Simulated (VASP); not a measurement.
# BAs (I-4m2) in VASP: further runs

BAs is run at these levels: r2SCAN; tasks: single point.

Program: VASP 6.6.1. These are calculated values, not measurements. Logs are shortened: lines on timing, memory, paths and dates and some standing lists are left out, and cuts for length are marked.

## Step 1: The cell of the first run

It takes space group I-4m2 (No. 119, tetragonal). The conventional cell has a = 3.378 Å, b = 3.378 Å, c = 4.968 Å, α = 90.00°, β = 90.00°, γ = 90.00°. Within 2.8 Å of B (site symmetry -4m2) lie 4 As at 2.10 Å. Within 2.8 Å of As (site symmetry -4m2) lie 4 B at 2.10 Å.

## Step 2: Single point, r2SCAN (strain +0.0400 x Voigt [1, 0, 0, 0, 0, 0])

The input, POSCAR:

```
BAs
1.0
    0.0000000000      2.3885000000      2.3885000000
    2.4840400000      0.0000000000      2.3885000000
    2.4840400000      2.3885000000      0.0000000000
B As
1 1
Direct
    0.0000000000      0.0000000000      0.0000000000
    0.7500000000      0.7500000000      0.7500000000
```

The input, INCAR.step1:

```
SYSTEM = BAs
ALGO = Normal ; EDIFF = 1E-4
ENCUT = 520 ; GGA = PE
ISMEAR = 0 ; LASPH = .True.
LCHARG = .False. ; LREAL = .False.
LWAVE = .True. ; NBANDS = 11
NELM = 60 ; PREC = Accurate
SIGMA = 0.05
```

The input, INCAR.step2:

```
SYSTEM = BAs
ALGO = Normal ; EDIFF = 1E-7
ENCUT = 520 ; ISIF = 2
ISMEAR = 0 ; ISTART = 1
LASPH = .True. ; LCHARG = .True.
LELF = .True. ; LMIXTAU = .True.
LREAL = .False. ; LVHAR = .True.
LWAVE = .False. ; METAGGA = R2SCAN
NBANDS = 11 ; NELM = 60
PREC = Accurate ; SIGMA = 0.05
```

The input, KPOINTS:

```
k-points
0
Gamma
  10 10 10
  0 0 0
```

Potentials or basis: VASP PAW PBE potentials, release 64 (B, As).

Run with:

```bash
$ cat potpaw_PBE.64/B/POTCAR potpaw_PBE.64/As/POTCAR > POTCAR
$ cp INCAR.step1 INCAR
$ mpirun -np 1 vasp_std > vasp.out
$ cp INCAR.step2 INCAR
$ mpirun -np 1 vasp_std > vasp.out
```

OUTCAR:

```text
SYSTEM = BAs
   EDIFF = 1E-7
   ENCUT = 520
   ISIF = 2
   ISMEAR = 0
   ISTART = 1
   LASPH = .True.
   LREAL = .False.
   METAGGA = R2SCAN
   NELM = 60
   PREC = Accurate

 ion  position               nearest neighbor table
   1  0.000  0.000  0.000-   2 2.10   2 2.10   2 2.10   2 2.10
   2  0.750  0.750  0.750-   1 2.10   1 2.10   1 2.10   1 2.10

  LATTYP: Found a body centered tetragonal cell.
 ALAT       =     3.3778490937
 C/A-ratio  =     1.4707821049

  Lattice vectors:

 A1 = (   2.4840400000,   0.0000000000,   2.3885000000)
 A2 = (   2.4840400000,   0.0000000000,  -2.3885000000)
 A3 = (  -2.4840400000,   2.3885000000,   0.0000000000)

Analysis of symmetry for initial positions (statically):
=====================================================================
 Subroutine PRICEL returns:
 Original cell was already a primitive cell.

 Routine SETGRP: Setting up the symmetry group for a
 body centered tetragonal supercell.

 Subroutine GETGRP returns: Found  8 space group operations
 (whereof  8 operations were pure point group operations)
 out of a pool of 16 trial point group operations.

The static configuration has the point symmetry D_2d.

Analysis of symmetry for dynamics (positions and initial velocities):
=====================================================================
 Subroutine PRICEL returns:
 Original cell was already a primitive cell.

 Routine SETGRP: Setting up the symmetry group for a
 body centered tetragonal supercell.

 Subroutine GETGRP returns: Found  8 space group operations
 (whereof  8 operations were pure point group operations)
 out of a pool of 16 trial point group operations.

The dynamic configuration has the point symmetry D_2d.

 Subroutine INISYM returns: Found  8 space group operations
 (whereof  8 operations are pure point group operations),
 and found     1 'primitive' translations

----------------------------------------------------------------------------------------

                                     Primitive cell

  volume of cell :      28.3426

  direct lattice vectors                    reciprocal lattice vectors
     0.000000000  2.388500000  2.388500000    -0.201285003  0.209336404  0.209336404
     2.484040000  0.000000000  2.388500000     0.201285003 -0.209336404  0.209336404
     2.484040000  2.388500000  0.000000000     0.201285003  0.209336404 -0.209336404

  length of vectors
     3.377849094  3.446068335  3.446068335     0.357993174  0.357993174  0.357993174

[... 84 lines left out ...]
   IBRION =     -1    ionic relax: 0-MD 1-quasi-New 2-CG
   NFREE  =      0    steps in history (QN), initial steepest desc. (CG)
   ISIF   =      2    stress and relaxation
   ISYM   =      2    0-nonsym 1-usesym 2-fastsym
   POTIM  = 0.5000    time-step for ionic-motion
   TEBEG  =    0.0;   TEEND  =   0.0 temperature during run
   PSTRESS=    0.0 pullay stress
   NELECT =       8.0000    total number of electrons
   NUPDOWN=      -1.0000    fix difference up-down
   EMIN   =  10.00;   EMAX   =-10.00  energy-range for DOS
   EFERMI =   0.00;   METHOD = LEGACY
   ISMEAR =     0;   SIGMA  =   0.05  broadening in eV -4-tet -1-fermi 0-gaus
   EFERMI_NEDOS =   21; number of points for ismear=-14 and -15
   IALGO  =     38    algorithm
   IMIX   =      4    mixing-type and parameters
     AMIX     =   0.40;   BMIX     =  1.00
     AMIX_MAG =   1.60;   BMIX_MAG =  1.00
  volume/ion in A,a.u.               =      14.17        95.63
  Fermi-wavevector in a.u.,A,eV,Ry     =   1.073887  2.029352 15.690683  1.153233
  Thomas-Fermi vector in A             =   2.209699
   LORBIT       =      0    0 simple, 1 ext, 2 COOP (PROOUT), +10 PAW based schemes
   METAGGA = R2SCAN    functional components
   LHFCALC =     F    Hartree Fock is set to
   AEXX    =    0.0000 exact exchange contribution
   IVDW    =     0    specifies the selected vdW correction
   LEPSILON=     F    determine dielectric tensor
   LRPA    =     F    only Hartree local field effects (RPA)
 non-spin polarized calculation
 Gauss-broadening in eV      SIGMA  =   0.05
  energy-cutoff  :      520.00
  volume of cell :       28.34
 maximum number of plane-waves:       782
 NGX is ok and might be reduce to    28
   NGX = 13   NGY = 13   NGZ = 13

 number of electron       7.9999999 magnetization

 Free energy of the ion-electron system (eV)
  ---------------------------------------------------
  ext. energy  EPLUGINS =         0.00000000
  ---------------------------------------------------
  free energy    TOTEN  =       -22.22308187 eV

  energy without entropy =      -22.22308187  energy(sigma->0) =      -22.22308187

 E-fermi :   6.0083     XC(G=0): -10.9578

 val. band max:        5.7310145974   @ k =   0.0000   0.0000   0.0000
 cond. band min:       6.8363709379   @ k =   0.4000   0.4000   0.0000
 fundamental gap:      1.1053563405
 Fermi energy:         6.0083352159

 k-point     1 :       0.0000    0.0000    0.0000
  band No.  band energies     occupation
      1     -10.1970      2.00000
      2       5.3186      2.00000
      3       5.7310      2.00000
      4       5.7310      2.00000
      5       8.9145      0.00000
      6       8.9145      0.00000
      7       9.1873      0.00000
      8      10.2044      0.00000
      9      15.7714      0.00000
     10      18.2851      0.00000
     11      19.4255      0.00000
[... 309 lines left out ...]
 k-point    24 :       0.4000    0.3000    0.0000
  band No.  band energies     occupation
      1      -7.4576      2.00000
      2      -1.0325      2.00000
      3       1.5215      2.00000
      4       1.9555      2.00000
      5       7.3551      0.00000
      6       9.1782      0.00000
      7      14.3533      0.00000
      8      15.3342      0.00000
      9      18.2464      0.00000
     10      21.5681      0.00000
     11      22.1643      0.00000

 [... further k-points ...]
[... 5 lines left out ...]
  --------------------------------------------------------------------------------------
  -------------------------------------------------------------------------------------
  Total       -1.8294284     -0.2543979     -0.2543979      0.0000000      0.0000000      0.0000000
  in kB     -103.4158093    -14.3808655    -14.3808655      0.0000000      0.0000000      0.0000000
  external PRESSURE =     -44.0591801 kB  Pullay stress =       0.0000000 kB

 VOLUME and BASIS-vectors are now :
 -----------------------------------------------------------------------------
  energy-cutoff  :      520.00
  volume of cell :       28.34
      direct lattice vectors                 reciprocal lattice vectors
     0.000000000  2.388500000  2.388500000    -0.201285003  0.209336404  0.209336404
     2.484040000  0.000000000  2.388500000     0.201285003 -0.209336404  0.209336404
     2.484040000  2.388500000  0.000000000     0.201285003  0.209336404 -0.209336404

 POSITION                                       TOTAL-FORCE (eV/Angst)
 -----------------------------------------------------------------------------------
      0.00000      0.00000      0.00000         0.000000     -0.000000     -0.000000
      3.72606      3.58275      3.58275         0.000000      0.000000      0.000000
 -----------------------------------------------------------------------------------
    total drift:                               -0.000000      0.000000      0.000000

  FREE ENERGIE OF THE ION-ELECTRON SYSTEM (eV)
  ---------------------------------------------------
  free  energy   TOTEN  =       -22.2230818691 eV

  energy  without entropy=      -22.2230818691  energy(sigma->0) =      -22.22308187
```

OUTCAR.step1:

```text
SYSTEM = BAs
   EDIFF = 1E-4
   ENCUT = 520
   GGA = PE
   ISMEAR = 0
   LASPH = .True.
   LREAL = .False.
[... 558 lines left out ...]
      0.00000      0.00000      0.00000        -0.000000     -0.000000     -0.000000
      3.72606      3.58275      3.58275         0.000000      0.000000      0.000000
 -----------------------------------------------------------------------------------
    total drift:                                0.000000      0.000000      0.000000

  FREE ENERGIE OF THE ION-ELECTRON SYSTEM (eV)
  ---------------------------------------------------
  free  energy   TOTEN  =       -11.3926240587 eV

  energy  without entropy=      -11.3926240587  energy(sigma->0) =      -11.39262406
```

Wall time 3.2 min (1 thread of Intel Xeon Platinum 8375C at 2.90GHz (Ice Lake), shared host); peak memory 0.18 GiB.

What came out:

* Free energy: -22.2231 eV
* Pressure: -4.4 GPa
* Band gap on the k mesh: 1.11 eV, indirect (least direct gap 3.18 eV)

Stress tensor (GPa, compression positive):
```
-10.34   0.00   0.00
  0.00  -1.44   0.00
  0.00   0.00  -1.44
```

Caveat: the cell differs from its parent crystal (strain +0.0400 x Voigt [1, 0, 0, 0, 0, 0]); the PAW data sets were made with another functional, which shifts forces and pressure a little. A k mesh can miss the band edges.

## Step 3: Single point, r2SCAN (strain +0.0350 x Voigt [1, 0, 0, 0, 0, 0])

The input, POSCAR:

```
BAs
1.0
    0.0000000000      2.3885000000      2.3885000000
    2.4720975000      0.0000000000      2.3885000000
    2.4720975000      2.3885000000      0.0000000000
B As
1 1
Direct
    0.0000000000      0.0000000000      0.0000000000
    0.7500000000      0.7500000000      0.7500000000
```

The input, INCAR.step1:

```
SYSTEM = BAs
PREC = Accurate ; ENCUT = 520
ISMEAR = 0 ; SIGMA = 0.05
LREAL = .FALSE. ; LASPH = .TRUE.
NELM = 100 ; NBANDS = 11
GGA = PE ; ALGO = Normal
EDIFF = 1E-4 ; LWAVE = .TRUE.
LCHARG = .FALSE.
```

The input, INCAR.step2:

```
SYSTEM = BAs
PREC = Accurate ; ENCUT = 520
EDIFF = 1E-6 ; ISMEAR = 0
SIGMA = 0.05 ; LREAL = .FALSE.
LASPH = .TRUE. ; NELM = 100
ALGO = Normal ; ISIF = 2
LWAVE = .FALSE. ; LCHARG = .FALSE.
METAGGA = R2SCAN ; LMIXTAU = .TRUE.
NBANDS = 11 ; ISTART = 1
```

The input, KPOINTS:

```
Automatic mesh
0
G
  10 10 10
  0 0 0
```

Potentials or basis: VASP PAW PBE potentials, release 64 (B, As).

Run with:

```bash
$ cat potpaw_PBE.64/B/POTCAR potpaw_PBE.64/As/POTCAR > POTCAR
$ cp INCAR.step1 INCAR
$ mpirun -np 1 vasp_std > vasp.out
$ cp INCAR.step2 INCAR
$ mpirun -np 1 vasp_std > vasp.out
```

OUTCAR:

```text
SYSTEM = BAs
   PREC = Accurate
   ENCUT = 520
   EDIFF = 1E-6
   ISMEAR = 0
   LREAL = .FALSE.
   LASPH = .TRUE.
   NELM = 100
   ISIF = 2
   METAGGA = R2SCAN
   ISTART = 1

 ion  position               nearest neighbor table
   1  0.000  0.000  0.000-   2 2.09   2 2.09   2 2.09   2 2.09
   2  0.750  0.750  0.750-   1 2.09   1 2.09   1 2.09   1 2.09

  LATTYP: Found a body centered tetragonal cell.
 ALAT       =     3.3778490937
 C/A-ratio  =     1.4637110371

  Lattice vectors:

 A1 = (   2.4720975000,   0.0000000000,   2.3885000000)
 A2 = (   2.4720975000,   0.0000000000,  -2.3885000000)
 A3 = (  -2.4720975000,   2.3885000000,   0.0000000000)

Analysis of symmetry for initial positions (statically):
=====================================================================
 Subroutine PRICEL returns:
 Original cell was already a primitive cell.

 Routine SETGRP: Setting up the symmetry group for a
 body centered tetragonal supercell.

 Subroutine GETGRP returns: Found  8 space group operations
 (whereof  8 operations were pure point group operations)
 out of a pool of 16 trial point group operations.

The static configuration has the point symmetry D_2d.

[... 164 lines left out ...]
 cond. band min:       6.9028426235   @ k =   0.4000   0.4000   0.0000
 fundamental gap:      1.1370581963
 Fermi energy:         6.0543145717

 k-point     1 :       0.0000    0.0000    0.0000
  band No.  band energies     occupation
      1     -10.1897      2.00000
      2       5.4049      2.00000
      3       5.7658      2.00000
      4       5.7658      2.00000
      5       8.9805      0.00000
      6       8.9805      0.00000
      7       9.2202      0.00000
      8      10.3247      0.00000
      9      15.8466      0.00000
     10      18.4321      0.00000
     11      19.4300      0.00000
[... 309 lines left out ...]
 k-point    24 :       0.4000    0.3000   -0.0000
  band No.  band energies     occupation
      1      -7.4443      2.00000
      2      -1.0051      2.00000
      3       1.5598      2.00000
      4       1.9998      2.00000
      5       7.4238      0.00000
      6       9.2450      0.00000
      7      14.4963      0.00000
      8      15.3657      0.00000
      9      18.3432      0.00000
     10      21.7024      0.00000
     11      22.2362      0.00000

 [... further k-points ...]
[... 5 lines left out ...]
  --------------------------------------------------------------------------------------
  -------------------------------------------------------------------------------------
  Total       -1.5853076     -0.2123225     -0.2123225      0.0000000      0.0000000      0.0000000
  in kB      -90.0488208    -12.0603659    -12.0603659      0.0000000      0.0000000      0.0000000
  external PRESSURE =     -38.0565175 kB  Pullay stress =       0.0000000 kB

 VOLUME and BASIS-vectors are now :
 -----------------------------------------------------------------------------
  energy-cutoff  :      520.00
  volume of cell :       28.21
      direct lattice vectors                 reciprocal lattice vectors
     0.000000000  2.388500000  2.388500000    -0.202257395  0.209336404  0.209336404
     2.472097500  0.000000000  2.388500000     0.202257395 -0.209336404  0.209336404
     2.472097500  2.388500000  0.000000000     0.202257395  0.209336404 -0.209336404

 POSITION                                       TOTAL-FORCE (eV/Angst)
 -----------------------------------------------------------------------------------
      0.00000      0.00000      0.00000        -0.000000      0.000000      0.000000
      3.70815      3.58275      3.58275         0.000000      0.000000     -0.000000
 -----------------------------------------------------------------------------------
    total drift:                                0.000000      0.000000      0.000000

  FREE ENERGIE OF THE ION-ELECTRON SYSTEM (eV)
  ---------------------------------------------------
  free  energy   TOTEN  =       -22.2312751081 eV

  energy  without entropy=      -22.2312751081  energy(sigma->0) =      -22.23127511
```

OSZICAR.step1:

```text
N       E                     dE             d eps       ncg     rms          rms(c)
DAV:   1     0.123421331924E+02    0.12342E+02   -0.37256E+03  2244   0.636E+02
DAV:   2    -0.112183458389E+02   -0.23560E+02   -0.22431E+02  3079   0.102E+02
DAV:   3    -0.119693656934E+02   -0.75102E+00   -0.74943E+00  2778   0.171E+01
DAV:   4    -0.119714045860E+02   -0.20389E-02   -0.20388E-02  2518   0.103E+00
DAV:   5    -0.119714075810E+02   -0.29950E-05   -0.29950E-05  2703   0.418E-02    0.469E+00
DAV:   6    -0.114554503376E+02    0.51596E+00   -0.14814E+00  2373   0.484E+00    0.229E+00
DAV:   7    -0.114041661204E+02    0.51284E-01   -0.16688E-01  2649   0.202E+00    0.957E-01
DAV:   8    -0.113978510484E+02    0.63151E-02   -0.19393E-02  2520   0.784E-01    0.949E-02
DAV:   9    -0.113981502830E+02   -0.29923E-03   -0.78257E-04  2574   0.158E-01    0.549E-02
DAV:  10    -0.113983071390E+02   -0.15686E-03   -0.19351E-04  2386   0.845E-02    0.118E-02
DAV:  11    -0.113983131305E+02   -0.59915E-05   -0.53621E-06  1152   0.157E-02
   1 F= -.11398313E+02 E0= -.11398313E+02  d E =-.375874E-19
```

Run time: 2.9 min. Hardware: 1 thread of Intel Xeon Platinum 8375C at 2.90GHz (Ice Lake), shared host; peak memory 0.18 GiB.

What came out:

```yaml
Free_energy: -22.2313 eV
Pressure: -3.8 GPa
Band_gap_on_the_k_mesh: 1.14 eV, indirect (least direct gap 3.21 eV)
```

Levels at points of the mesh, in eV from the valence-band top:
```tsv
k point	band 1	band 2	band 3	band 4	band 5	band 6	band 7	band 8
(0.00, 0.00, 0.00)	-15.96	-0.36	0.00	0.00	3.21	3.21	3.45	4.56
(0.50, 0.00, 0.00)	-13.06	-9.10	-2.21	-1.78	2.58	4.84	5.04	9.39
(0.50, 0.50, 0.00)	-11.59	-8.89	-4.42	-4.35	1.41	1.46	11.42	11.91
(0.00, 0.50, 0.50)	-11.87	-9.16	-4.06	-4.06	1.81	1.91	11.66	11.66
```

Caveat: the cell differs from its parent crystal (strain +0.0350 x Voigt [1, 0, 0, 0, 0, 0]); the PAW data sets were made with another functional, which shifts forces and pressure a little.
